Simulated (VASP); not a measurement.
Here is a VASP 6.6.1 calculation.

INCAR

```
SYSTEM = MgCdS2
ALGO = Normal
EDIFF = 1E-6
ENCUT = 520
GGA = CA
ISIF = 2
ISMEAR = -1
LASPH = .True.
LCHARG = .True.
LELF = .True.
LREAL = .False.
LVHAR = .True.
LWAVE = .False.
NBANDS = 21
NELM = 100
PREC = Accurate
SIGMA = 0.1
```

KPOINTS

```
k-points
0
Gamma
  6 6 4
  0 0 0
```

POSCAR

```
MgCdS2
1.0
    3.7821203575      0.0000000000      0.0000000000
    0.0000000000      3.7821203575      0.0000000000
    0.0000000000      0.0000000000      5.3495572464
Mg Cd S
1 1 2
Direct
    0.5000000000      0.5000000000      0.5000000000
    0.0000000000      0.0000000000      0.0000000000
    0.0000000000      0.0000000000      0.5000000000
    0.5000000000      0.5000000000      0.0000000000
```

Potentials or basis: VASP PAW LDA potentials, release 64 (Mg, Cd, S).

The run is started by

```sh
$ cat potpaw_LDA.64/Mg/POTCAR potpaw_LDA.64/Cd/POTCAR potpaw_LDA.64/S/POTCAR > POTCAR
$ mpirun -np 1 vasp_std > vasp.out
```

**Question.** Predict the band gap on the k mesh.

**Answer.** Zero (bands 13 and 14 overlap by 0.03 eV).

**Question.** Estimate the pressure.

**Answer.** -4.3 GPa.

Stress tensor (GPa, compression positive):
```
-4.21  0.00  0.00
 0.00 -4.21  0.00
 0.00  0.00 -4.35
```

Caveat: the cell stands under tension; semilocal functionals underestimate gaps, so a narrow gap can read as zero.
